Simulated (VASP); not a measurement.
Here is a VASP 6.6.1 calculation.

File POSCAR:

```
LiF
1.0
    0.0000000000      1.9858965801      1.9858965801
    1.9858965801      0.0000000000      1.9858965801
    1.9858965801      1.9858965801      0.0000000000
F Li
1 1
Direct
    0.5000000000      0.5000000000      0.5000000000
    0.0000000000      0.0000000000      0.0000000000
```

File INCAR.step1:

```
SYSTEM = LiF
PREC = Accurate ; ENCUT = 520
ISMEAR = -1 ; SIGMA = 0.025
LREAL = .False. ; LASPH = .True.
NELM = 100 ; NBANDS = 12
GGA = PE ; ALGO = Normal
EDIFF = 1E-4 ; LWAVE = .True.
LCHARG = .False.
```

Contents of INCAR.step2:

```
SYSTEM = LiF
PREC = Accurate ; ENCUT = 520
EDIFF = 1E-7 ; ISMEAR = -1
SIGMA = 0.025 ; LREAL = .False.
LASPH = .True. ; NELM = 100
ALGO = Normal ; ISIF = 2
LWAVE = .False. ; LCHARG = .False.
METAGGA = R2SCAN ; LMIXTAU = .True.
IVDW = 12 ; VDW_S6 = 1.0
VDW_S8 = 0.78981345 ; VDW_A1 = 0.49484001
VDW_A2 = 5.73083694 ; NBANDS = 12
ISTART = 1
```

The input KPOINTS:

```
Automatic mesh
0
Gamma
  11 11 11
  0 0 0
```

Potentials or basis: VASP PAW PBE potentials, release 64 (F, Li_sv).

Command:

```console
$ cat potpaw_PBE.64/F/POTCAR potpaw_PBE.64/Li_sv/POTCAR > POTCAR
$ cp INCAR.step1 INCAR
$ mpirun -np 1 vasp_std > vasp.out
$ cp INCAR.step2 INCAR
$ mpirun -np 1 vasp_std > vasp.out
```

(1) What does it give for the band gap on the k mesh?

(2) Estimate the dispersion energy per atom.

## Answers

(1) 10.68 eV.

(2) -0.088 eV.

Caveat: an odd mesh through Γ misses points on the zone boundary, where band edges can lie.
